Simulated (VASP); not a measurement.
# H4C in VASP: a series of runs

The runs below take H4C through single point, with PBE+D3(BJ).

All numbers are computed with VASP 6.6.1; they aren't measurements. Logs are shortened: lines on timing, memory, paths and dates and some standing lists are left out, and cuts for length are marked.

## (1) The cell of the first run

The cell holds a disordered packing, 40 atoms: a = 7.683 Å, b = 7.683 Å, c = 7.683 Å, α = 90.00°, β = 90.00°, γ = 90.00°.

## (2) Single point, PBE+D3(BJ)

Contents of INCAR:

```
SYSTEM = H4C
PREC = Accurate ; ENCUT = 520
EDIFF = 1E-7 ; ISMEAR = -1
SIGMA = 0.02 ; LREAL = Auto
LASPH = .TRUE. ; NELM = 60
ALGO = Normal ; ISIF = 2
LWAVE = .FALSE. ; LCHARG = .FALSE.
GGA = PE ; IVDW = 12
NBANDS = 58
```

Contents of KPOINTS:

```
Automatic mesh
0
G
  1 1 1
  0 0 0
```

Contents of POSCAR:

```
H4C
1.0
    7.6834750000      0.0000000000      0.0000000000
    0.0000000000      7.6834750000      0.0000000000
    0.0000000000      0.0000000000      7.6834750000
C H
8 32
Direct
    0.5197122661      0.2023321555      0.8550673390
    0.8853211941      0.3327534339      0.4863921198
    0.3839068386      0.6988142775     -0.0158024809
    0.1354291481      0.8294729159      0.5322965752
    0.2388348547      0.1429681860      0.2265216738
    0.8764209440      0.9363573933      0.9417013166
    0.4647671382      0.5006888084      0.4285346588
    0.9433695007      0.4826757018      0.9891715088
    0.5902607763      0.2677988731      0.9601255846
    0.4569409224      0.0853257967      0.9058839666
    0.6115571272      0.1668476986      0.7522228337
    0.4208711672      0.2903389750      0.8028780167
    0.8356910280      0.3573722206      0.6180613732
    0.8111062080      0.2266614720      0.4267559662
    1.0235223897      0.2968329055      0.4927123799
    0.8705492586      0.4499098903      0.4061104916
    0.3315755001      0.7716723458     -0.1265420108
    0.5260079018      0.6948413811     -0.0253151096
    0.3319401899      0.5661174668     -0.0177232365
    0.3460420775      0.7628288197      0.1057272296
    0.0945817460      0.7448390643      0.6400125515
    0.0568400784      0.8011949908      0.4168191629
    0.2734342157      0.8060492489      0.5021927191
    0.1161999590      0.9665837741      0.5692514933
    0.2451732742      0.2360266113      0.1189007333
    0.1133112073      0.0760789115      0.2245406269
    0.2539826022      0.2122159861      0.3500113167
    0.3439627896      0.0474605355      0.2129477425
    1.0089267532      0.8937473927      0.9721040060
    0.7844022583      0.8706444595      1.0284888195
    0.8465704057      0.9030920272      0.8063650396
    0.8655297242      1.0767293842      0.9592312073
    0.5551480028      0.6107698132      0.4407273768
    0.3635783129      0.5118727326      0.5278940234
    0.5363326922      0.3785008953      0.4461362883
    0.4043788692      0.5021317270      0.2992124701
    0.9252678113      0.5532382317      0.8669499945
    0.8160571648      0.4598969305      1.0493882261
    1.0242118189      0.5601483561      1.0771312902
    1.0068860824      0.3579634102      0.9637196156
```

Potentials or basis: VASP PAW PBE potentials, release 64 (C, H).

On the command line:

```sh
$ cat potpaw_PBE.64/C/POTCAR potpaw_PBE.64/H/POTCAR > POTCAR
$ mpirun -np 1 vasp_gam > vasp.out
```

OUTCAR:

```text
SYSTEM = H4C
   PREC = Accurate
   ENCUT = 520
   EDIFF = 1E-7
   ISMEAR = -1
   LREAL = Auto
   LASPH = .TRUE.
   NELM = 60
   ISIF = 2
   GGA = PE
   IVDW = 12
 IVDW          = 12

 ion  position               nearest neighbor table
   1  0.520  0.202  0.855-  10 1.09  12 1.09  11 1.09   9 1.09
   2  0.885  0.333  0.486-  14 1.10  16 1.10  13 1.10  15 1.10
   3  0.384  0.699  0.984-  18 1.09  20 1.09  17 1.09  19 1.10
   4  0.135  0.829  0.532-  22 1.10  21 1.10  23 1.10  24 1.10
   5  0.239  0.143  0.227-  26 1.09  27 1.09  25 1.09  28 1.10
   6  0.876  0.936  0.942-  32 1.09  29 1.09  31 1.10  30 1.10
   7  0.465  0.501  0.429-  34 1.09  35 1.10  36 1.10  33 1.10
   8  0.943  0.483  0.989-  40 1.09  37 1.09  39 1.09  38 1.10
   9  0.590  0.268  0.960-   1 1.09
  10  0.457  0.085  0.906-   1 1.09
  11  0.612  0.167  0.752-   1 1.09
  12  0.421  0.290  0.803-   1 1.09
  13  0.836  0.357  0.618-   2 1.10
  14  0.811  0.227  0.427-   2 1.10
[... 24 lines left out ...]
  39  0.024  0.560  0.077-   8 1.09
  40  0.007  0.358  0.964-   8 1.09

  LATTYP: Found a simple cubic cell.
 ALAT       =     7.6834750000

  Lattice vectors:

 A1 = (   7.6834750000,   0.0000000000,   0.0000000000)
 A2 = (   0.0000000000,   7.6834750000,   0.0000000000)
 A3 = (   0.0000000000,   0.0000000000,   7.6834750000)

Analysis of symmetry for initial positions (statically):
=====================================================================
 Subroutine PRICEL returns:
 Original cell was already a primitive cell.

 Routine SETGRP: Setting up the symmetry group for a
 simple cubic supercell.

 Subroutine GETGRP returns: Found  1 space group operations
 (whereof  1 operations were pure point group operations)
 out of a pool of 48 trial point group operations.

The static configuration has the point symmetry C_1 .

Analysis of symmetry for dynamics (positions and initial velocities):
=====================================================================
 Subroutine PRICEL returns:
 Original cell was already a primitive cell.

 Routine SETGRP: Setting up the symmetry group for a
 simple cubic supercell.

 Subroutine GETGRP returns: Found  1 space group operations
 (whereof  1 operations were pure point group operations)
 out of a pool of 48 trial point group operations.

The dynamic configuration has the point symmetry C_1 .

 Subroutine INISYM returns: Found  1 space group operations
 (whereof  1 operations are pure point group operations),
 and found     1 'primitive' translations

----------------------------------------------------------------------------------------

                                     Primitive cell

  volume of cell :     453.6000

  direct lattice vectors                    reciprocal lattice vectors
     7.683475000  0.000000000  0.000000000     0.130149444  0.000000000  0.000000000
     0.000000000  7.683475000  0.000000000     0.000000000  0.130149444  0.000000000
     0.000000000  0.000000000  7.683475000     0.000000000  0.000000000  0.130149444

  length of vectors
     7.683475000  7.683475000  7.683475000     0.130149444  0.130149444  0.130149444

  position of ions in fractional coordinates (direct lattice)
     0.519712266  0.202332156  0.855067339
     0.885321194  0.332753434  0.486392120
     0.383906839  0.698814277  0.984197519
     0.135429148  0.829472916  0.532296575
     0.238834855  0.142968186  0.226521674
     0.876420944  0.936357393  0.941701317
[... 32 lines left out ...]
     0.024211819  0.560148356  0.077131290
     0.006886082  0.357963410  0.963719616

  ion indices of the primitive-cell ions
   primitive index   ion index
                 1           1
                 2           2
                 3           3
                 4           4
                 5           5
                 6           6
[... 32 lines left out ...]
                39          39
                40          40

----------------------------------------------------------------------------------------

 KPOINTS: Automatic mesh

Automatic generation of k-mesh.
 Grid dimensions read from file:
 generate k-points for:    1    1    1

 Generating k-lattice:

  Cartesian coordinates                     Fractional coordinates (reciprocal lattice)
     0.130149444  0.000000000  0.000000000     1.000000000  0.000000000  0.000000000
     0.000000000  0.130149444  0.000000000     0.000000000  1.000000000  0.000000000
     0.000000000  0.000000000  0.130149444     0.000000000  0.000000000  1.000000000

  Length of vectors
     0.130149444  0.130149444  0.130149444

  Shift w.r.t. Gamma in fractional coordinates (k-lattice)
     0.000000000  0.000000000  0.000000000

 Subroutine IBZKPT returns following result:
 ===========================================

 Found      1 irreducible k-points:

 Following reciprocal coordinates:
            Coordinates               Weight
  0.000000  0.000000  0.000000      1.000000
   k-points           NKPTS =      1   k-points in BZ     NKDIM =      1   number of bands    NBANDS=     58
   number of dos      NEDOS =    301   number of ions     NIONS =     40
   total plane-waves  NPLWV = 216000
   dimension x,y,z NGX =    60 NGY =   60 NGZ =   60
   dimension x,y,z NGXF=   120 NGYF=  120 NGZF=  120
   ions per type =               8  32
   NGX,Y,Z   is equivalent  to a cutoff of  12.98, 12.98, 12.98 a.u.
   NGXF,Y,Z  is equivalent  to a cutoff of  25.96, 25.96, 25.96 a.u.
 SYSTEM =  H4C
   PREC   = accura    normal or accurate (medium, high low for compatibility)
   ISTART =      0    job   : 0-new  1-cont  2-samecut
   ICHARG =      2    charge: 1-file 2-atom 10-const
   ISPIN  =      1    spin polarized calculation?
   LNONCOLLINEAR =      F non collinear calculations
   LSORBIT =      F    spin-orbit coupling
   LASPH  =      T    aspherical Exc in radial PAW
   ENCUT  =  520.0 eV  38.22 Ry    6.18 a.u.  14.29 14.29 14.29*2*pi/ulx,y,z
   NELM   =     60;   NELMIN=  2; NELMDL= -5     # of ELM steps
   EDIFF  = 0.1E-06   stopping-criterion for ELM
   LREAL  =      T    real-space projection
   EDIFFG = 0.1E-05   stopping-criterion for IOM
   NSW    =      0    number of steps for IOM
   IBRION =     -1    ionic relax: 0-MD 1-quasi-New 2-CG
   NFREE  =      0    steps in history (QN), initial steepest desc. (CG)
   ISIF   =      2    stress and relaxation
   ISYM   =      2    0-nonsym 1-usesym 2-fastsym
   POTIM  = 0.5000    time-step for ionic-motion
   TEBEG  =    0.0;   TEEND  =   0.0 temperature during run
   PSTRESS=    0.0 pullay stress
   NELECT =      64.0000    total number of electrons
   NUPDOWN=      -1.0000    fix difference up-down
   EMIN   =  10.00;   EMAX   =-10.00  energy-range for DOS
   EFERMI =   0.00;   METHOD = LEGACY
   ISMEAR =    -1;   SIGMA  =   0.02  broadening in eV -4-tet -1-fermi 0-gaus
   EFERMI_NEDOS =   21; number of points for ismear=-14 and -15
   IALGO  =     38    algorithm
   IMIX   =      4    mixing-type and parameters
     AMIX     =   0.40;   BMIX     =  1.00
     AMIX_MAG =   1.60;   BMIX_MAG =  1.00
  volume/ion in A,a.u.               =      11.34        76.53
  Fermi-wavevector in a.u.,A,eV,Ry     =   0.852270  1.610557  9.882781  0.726364
  Thomas-Fermi vector in A             =   1.968532
   LORBIT       =      0    0 simple, 1 ext, 2 COOP (PROOUT), +10 PAW based schemes
   GGA     = PE    functional components
   LHFCALC =     F    Hartree Fock is set to
   AEXX    =    0.0000 exact exchange contribution
   IVDW    =    12    specifies the selected vdW correction
   LEPSILON=     F    determine dielectric tensor
   LRPA    =     F    only Hartree local field effects (RPA)
 non-spin polarized calculation
  energy-cutoff  :      520.00
  volume of cell :      453.60
 maximum number of plane-waves:      6099
 NGX is ok and might be reduce to    60
   NGX = 29   NGY = 29   NGZ = 29

 number of electron      64.0000000 magnetization

 Free energy of the ion-electron system (eV)
  ---------------------------------------------------
  ext. energy  EPLUGINS =         0.00000000
  ---------------------------------------------------
  free energy    TOTEN  =      -192.10001988 eV

  energy without entropy =     -192.10001988  energy(sigma->0) =     -192.10001988

 E-fermi :  -5.9607     XC(G=0):  -5.8542

 val. band max:       -6.4601950531   @ k =   0.0000   0.0000   0.0000
 cond. band min:       0.8186823507   @ k =   0.0000   0.0000   0.0000
 fundamental gap:      7.2788774038
 Fermi energy:        -5.9606875572

 k-point     1 :       0.0000    0.0000    0.0000
  band No.  band energies     occupation
      1     -15.0890      2.00000
      2     -14.8084      2.00000
      3     -14.7385      2.00000
      4     -14.6946      2.00000
      5     -14.6806      2.00000
      6     -14.5890      2.00000
[... 36 lines left out ...]
     43       4.1152      0.00000
     44       4.3585      0.00000
 [bands above 44 left out]

------------------------ aborting loop because EDIFF is reached ----------------------------------------

 Edisp (eV)   -1.16913

 E8    (eV) :    -0.2435

  FORCE on cell =-STRESS in cart. coord.  units (eV):
  Direction    XX          YY          ZZ          XY          YZ          ZX
  --------------------------------------------------------------------------------------
  -------------------------------------------------------------------------------------
  Total       0.16416     0.60438    -0.31526    -0.15020    -0.07120    -0.06457
  in kB       0.57982     2.13474    -1.11355    -0.53051    -0.25149    -0.22805
  external pressure =        0.53 kB  Pullay stress =        0.00 kB

 VOLUME and BASIS-vectors are now :
 -----------------------------------------------------------------------------
  energy-cutoff  :      520.00
  volume of cell :      453.60
      direct lattice vectors                 reciprocal lattice vectors
     7.683475000  0.000000000  0.000000000     0.130149444  0.000000000  0.000000000
     0.000000000  7.683475000  0.000000000     0.000000000  0.130149444  0.000000000
     0.000000000  0.000000000  7.683475000     0.000000000  0.000000000  0.130149444

 POSITION                                       TOTAL-FORCE (eV/Angst)
 -----------------------------------------------------------------------------------
      3.99320      1.55461      6.56989         0.024301      0.009796     -0.029089
      6.80234      2.55670      3.73718         0.130522      0.042864      0.085852
      2.94974      5.36932      7.56206         0.019861      0.012361     -0.052413
      1.04057      6.37323      4.08989         0.051640      0.118115      0.109018
      1.83508      1.09849      1.74047         0.068578     -0.037336      0.008045
      6.73396      7.19448      7.23554         0.011756     -0.043151      0.011421
[... 32 lines left out ...]
      0.18603      4.30389      0.59264        -0.007595     -0.003483      0.008419
      0.05291      2.75040      7.40472         0.022713     -0.009100      0.001360
 -----------------------------------------------------------------------------------
    total drift:                               -0.002868      0.007682     -0.000281

  FREE ENERGIE OF THE ION-ELECTRON SYSTEM (eV)
  ---------------------------------------------------
  free  energy   TOTEN  =      -193.2691530881 eV

  energy  without entropy=     -193.2691530881  energy(sigma->0) =     -193.26915309
```

Wall time 2.3 min (1 thread of Intel Xeon 8259CL, shared host); peak memory 0.45 GiB.

Results:

- Free energy: -193.2692 eV
- Pressure: 0.1 GPa
- Largest force: 0.193 eV/Å
- Band gap on the k mesh: 7.28 eV
- Dispersion energy per atom: -0.029 eV

Forces on the atoms (eV/Å):
```
C    0.024  0.010 -0.029
C    0.131  0.043  0.086
C    0.020  0.012 -0.052
C    0.052  0.118  0.109
C    0.069 -0.037  0.008
C    0.012 -0.043  0.011
C    0.063 -0.013 -0.088
C   -0.040  0.000  0.034
H   -0.010  0.000  0.023
H    0.014 -0.059  0.001
H   -0.018 -0.003 -0.039
H   -0.044  0.059 -0.064
H    0.026 -0.010 -0.112
H    0.026 -0.059 -0.008
H   -0.159  0.017  0.024
H    0.019 -0.032  0.066
H   -0.019  0.003 -0.004
H    0.004 -0.020  0.011
H    0.020  0.014 -0.007
H   -0.009  0.003  0.002
H    0.041  0.039 -0.082
H   -0.023 -0.040 -0.031
H   -0.171  0.067  0.047
H    0.050 -0.186 -0.016
H    0.008  0.000  0.013
H   -0.030 -0.008 -0.002
H    0.013 -0.019 -0.024
H   -0.021  0.035  0.004
H    0.013  0.011 -0.003
H   -0.007  0.008 -0.009
H   -0.035 -0.001  0.009
H   -0.005  0.056  0.005
H   -0.027 -0.058 -0.006
H   -0.039 -0.014  0.048
H   -0.055  0.085 -0.004
H    0.049  0.021  0.087
H    0.020  0.024 -0.027
H    0.024 -0.011  0.011
H   -0.008 -0.003  0.008
H    0.023 -0.009  0.001
```

Caveat: the k points lie up to 0.82 Å⁻¹ apart.

## (3) Single point, PBE+D3(BJ)

This run uses another cell than the first one, of 13.04 Å³/atom.

Contents of INCAR:

```
SYSTEM = H4C
ALGO     = Normal         ! electronic algorithm
EDIFF    = 1E-7           ! SCF threshold, eV
ENCUT    = 520            ! plane-wave cutoff, eV
GGA      = PE             ! functional
ISIF     = 2              ! what is computed and relaxed
ISMEAR   = -1             ! smearing method
IVDW     = 12             ! dispersion correction
LASPH    = .TRUE.         ! aspherical terms in the spheres
LCHARG   = .FALSE.        ! write CHGCAR
LREAL    = Auto         
LWAVE    = .FALSE.        ! write WAVECAR
NBANDS   = 58             ! bands
NELM     = 100            ! most SCF steps
PREC     = Accurate       ! precision mode
SIGMA    = 0.02           ! smearing width, eV
```

Contents of KPOINTS:

```
k-points
0
G
  1 1 1
  0 0 0
```

Contents of POSCAR:

```
H4C
1.0
    8.0491220000      0.0000000000      0.0000000000
    0.0000000000      8.0491220000      0.0000000000
    0.0000000000      0.0000000000      8.0491220000
C H
8 32
Direct
    0.3542249701      0.0881835311      0.7471622371
    1.0558667144      0.3475161639      0.5173359281
    0.4673677452      0.5488051989      0.0408243284
    0.1004084669      0.7433233091      0.3424969829
    0.3672450237      0.1285357583      0.2526114028
    0.9172304756      1.0151790469      0.7574614970
    0.5409534108      0.6147627033      0.5890580364
    0.9703418584      0.5608313553      0.9349715410
    0.2406349413      0.0685664846      0.6724460134
    0.3371672090      0.1097262534      0.8721448128
    0.4517262877      0.1747147080      0.6991942724
    0.4154117679     -0.0249965151      0.7248119733
    1.0563885104      0.2115758713      0.5270761208
    0.9894743799      0.3525353448      0.3970992116
    1.1788614957      0.4111255861      0.5068006175
    0.9922697159      0.4191140350      0.6027986655
    0.4545216236      0.6370508485     -0.0565030571
    0.4886122983      0.5911700680      0.1726275238
    0.5740874595      0.4552173517      0.0124112916
    0.3556412737      0.4719520961      0.0486139979
    0.0500799963      0.7503427082      0.4716166558
    0.0056279430      0.6655881225      0.2787508998
    0.2262607027      0.7206500287      0.3075863430
    0.0756852735      0.8794623811      0.3296508613
    0.3645366538      0.1421397265      0.3850233603
    0.3872969002      0.2443993270      0.1891386415
    0.2638548652      0.0699827882      0.1865296612
    0.4935445133      0.0547264658      0.2310314094
    0.8161262806      1.0813601782      0.6847082203
    0.9608252925      1.0780306225      0.8608889268
    1.0184340603      0.9776718504      0.6835031200
    0.8587644715      0.9023592884      0.7970931488
    0.6301805340      0.7309741361      0.6114828425
    0.6355227315      0.5331885888      0.5465316590
    0.4415512648      0.6379205086      0.5067384989
    0.4905255505      0.5817528918      0.7078536019
    0.9085959935      0.5033965195      0.8256801177
    1.0797326715      0.6292487553      0.9124100740
    1.0054512778      0.4556397580      1.0053270406
    0.9007193580      0.6698246094      0.9827904211
```

Potentials or basis: VASP PAW PBE potentials, release 64 (C, H).

On the command line:

```sh
$ cat potpaw_PBE.64/C/POTCAR potpaw_PBE.64/H/POTCAR > POTCAR
$ mpirun -np 1 vasp_gam > vasp.out
```

Wall time 2.1 min (1 thread of Intel Xeon 8259CL, shared host); peak memory 0.46 GiB.

It converged, with:

- Free energy: -190.7639 eV
- Pressure: 0.9 GPa
- Largest force: 3.808 eV/Å
- Band gap on the k mesh: 6.38 eV
- Dispersion energy per atom: -0.025 eV

Forces on the atoms (eV/Å):
```
C    0.713  0.340 -2.804
C    1.228 -0.783 -2.761
C    1.363 -2.572  1.648
C   -2.806  1.653  0.820
C    2.668 -1.409 -1.194
C   -2.563 -0.403 -1.589
C    2.425  2.626  1.312
C   -1.323  0.803 -1.080
H    0.371  1.028  0.312
H   -0.613  0.289  2.273
H   -1.070  0.203 -0.093
H    0.883 -1.837  0.369
H    0.458  0.337  1.023
H    0.179  0.759 -0.034
H   -0.382 -0.850 -0.215
H   -1.475  0.607  1.793
H    0.061  1.012 -0.328
H   -0.024  0.315 -1.151
H   -1.196  1.286  0.178
H   -0.229  0.014 -0.203
H    1.311 -1.148  0.179
H    0.617  0.494 -0.215
H    0.777 -0.509  0.437
H    0.078 -0.429 -1.222
H   -0.721  0.157  0.588
H    0.124  0.812  0.036
H   -0.043 -0.372  0.566
H   -1.998  0.775  0.019
H    1.145 -0.177  0.583
H    0.563  1.400  1.680
H    0.974 -0.188 -1.064
H   -0.405 -0.818  0.473
H   -1.883 -1.169 -0.350
H    0.245 -1.407 -0.545
H   -0.685  0.378 -1.120
H   -0.042 -0.435  0.549
H    0.336  0.827  0.053
H    1.676  0.203 -1.210
H   -0.085 -0.620  1.667
H   -0.654 -1.191  0.620
```

Stress tensor (GPa, compression positive):
```
-0.53 -0.61 -0.99
-0.61  0.48 -1.13
-0.99 -1.13  2.70
```

Levels at points of the mesh, in eV from the valence-band top:
```tsv
k point	band 30	band 31	band 32	band 33	band 34	band 35
(0.00, 0.00, 0.00)	-0.38	-0.33	0.00	6.38	8.33	8.44
```

Caveat: the k points lie up to 0.78 Å⁻¹ apart; the atoms stand as in a frame of molecular dynamics.
